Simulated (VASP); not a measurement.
SnO2, 3 atoms in the cell. The structure is cubic, space group Fm-3m (No. 225). Conventional cell: a = 4.969 Å, b = 4.969 Å, c = 4.969 Å, α = 90.00°, β = 90.00°, γ = 90.00°. Sn (site symmetry m-3m) has 8 O at 2.15 Å within 2.8 Å. O (site symmetry -43m) has 4 Sn at 2.15 Å and 6 O at 2.48 Å within 2.8 Å. 

| Quantity | Value |
| --- | --- |
| Program | VASP 6.6.1 |
| Task | single point |
| Functional | PBE |
| Potentials or basis | VASP PAW PBE potentials, release 64 (Sn_d, O) |
| Cutoff | 600 eV |
| k mesh | 4 × 4 × 4 |
| Occupations | gaussian, width 0.01 eV |
| Spin | no spin polarisation |
| Dipole correction | no |
| Further INCAR settings | ALGO = Normal; EDIFF = 1e-06; NBANDS = 20 |

Potentials or basis: VASP PAW PBE potentials, release 64 (Sn_d, O).

Launch:

```bash
$ cat potpaw_PBE.64/Sn_d/POTCAR potpaw_PBE.64/O/POTCAR > POTCAR
$ mpirun -np 1 vasp_std > vasp.out
```

Hardware: 1 thread of Intel Xeon 8259CL, on a shared host.

**Question.** How long does it take, and how much memory?

**Answer.** Wall time 18 s on 1 thread of Intel Xeon 8259CL, with other jobs on the host, peak memory 0.16 GiB. Counts: scf iterations 13, k points 8.
